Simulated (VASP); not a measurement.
Set up this calculation in VASP 6.6.1, as the native input.

* Task: relaxation of cell and atoms
* Functional: PBE
* Potentials or basis: VASP PAW PBE potentials, release 64 (Al, P)
* Cutoff: 600 eV
* k mesh: 3 × 3 × 4
* Occupations: gaussian, width 0.1 eV
* Spin: no spin polarisation
* Dipole correction: no
* Further INCAR settings: ALGO = Normal; EDIFF = 1e-06; IBRION = 2; EDIFFG = -0.04; NSW = 90; ISIF = 3

The structure of AlP5 lies in POSCAR:

```
AlP5
1.0
    6.0182378800      0.0000000000      0.0000000000
   -3.0091189400      5.2119468900      0.0000000000
    0.0000000000      0.0000000000      3.9280525400
Al P
1 5
Direct
    0.0000000000      0.0000000000      0.5000000000
    0.5000000000      0.0000000000      0.5000000000
    0.0000000000      0.5000000000      0.5000000000
    0.5000000000      0.5000000000      0.5000000000
    0.3333333300      0.6666666700      0.5000000000
    0.6666666700      0.3333333300      0.5000000000
```

The input as run:

INCAR

```
  PREC = Accurate
  ENCUT = 600
  EDIFF = 1E-6
  ISMEAR = 0
  SIGMA = 0.1
  LREAL = False
  LASPH = True
  NELM = 60
  ALGO = Normal
  ISIF = 3
  LWAVE = False
  LCHARG = False
  GGA = PE
  IBRION = 2
  NSW = 90
  EDIFFG = -0.04
```

KPOINTS

```
Automatic mesh
0
Gamma
  3 3 4
```

Potentials or basis: VASP PAW PBE potentials, release 64 (Al, P).

The run is started by

```sh
$ cat potpaw_PBE.64/Al/POTCAR potpaw_PBE.64/P/POTCAR > POTCAR
$ mpirun -np 1 vasp_std > vasp.out
```

It gave:

| Property | Result |
| --- | --- |
| Relaxed volume | 21.38 Å³/atom |
| Relaxed cell | a = 7.650 Å, b = 7.650 Å, c = 2.531 Å, α = 90.00°, β = 90.00°, γ = 120.00° |
| Space group after relaxing (to 0.05 Å) | P6/mmm (No. 191) |
| Energy gained by relaxing | 2297.4 meV/atom |
| Ionic steps | 17 |
| Pressure after relaxing | 0.0 GPa |
| Band gap on the k mesh | zero (band 14 reaches 6.12 eV, above the bottom of band 15 at 4.69 eV) |

Caveat: the k points lie up to 0.62 Å⁻¹ apart in the final cell.

Run time: 3.3 min on 1 thread of Intel(R) Xeon(R) Platinum 8488C (Sapphire Rapids) (shared host), peak memory 0.26 GiB.
